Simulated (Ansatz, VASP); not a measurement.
**One calculation of As3S2, two programs**

```
As S
1.0
     4.78153    0.00000    0.00000
    -2.39077    4.14093    0.00000
     0.00000    0.00000    5.47404
As S
3 2
Cartesian
  0.0000 0.0000 0.0000
  0.0000 2.7606 4.2554
  2.3908 1.3803 1.2187
  0.0000 2.7606 1.1610
  2.3908 1.3803 4.3131
```

Alike in both runs: functional PBE; k mesh 6 × 6 × 4; occupations gaussian, width 0.1 eV; no spin polarisation.

Ansatz relaxed the structure, and its values are those at the end. VASP's run is a single point on that final structure, the one shown.

|  | VASP | Ansatz |
| --- | --- | --- |
| version | VASP 6.6.1 | Ansatz 0.2.0 |
| potentials or method | VASP PAW PBE potentials, release 64 (As, S), cutoff 520 eV | scalar-relativistic, plane waves, PAW |
| valence electrons in the cell | 27 | 57 |

```csv
,VASP,Ansatz,Ansatz less VASP
gap on the k mesh at the Fermi level (eV),none,none,-
pressure (GPa),0.2,0.2,0.00
rms of the force components (eV/Å),0.016,0.015,-0.0013
```

A gap of «none» marks a metal or a gap that the smearing closes. VASP's potentials hold 27 valence electrons a cell and Ansatz's 57, so a difference there can come from the potentials and not from the codes.
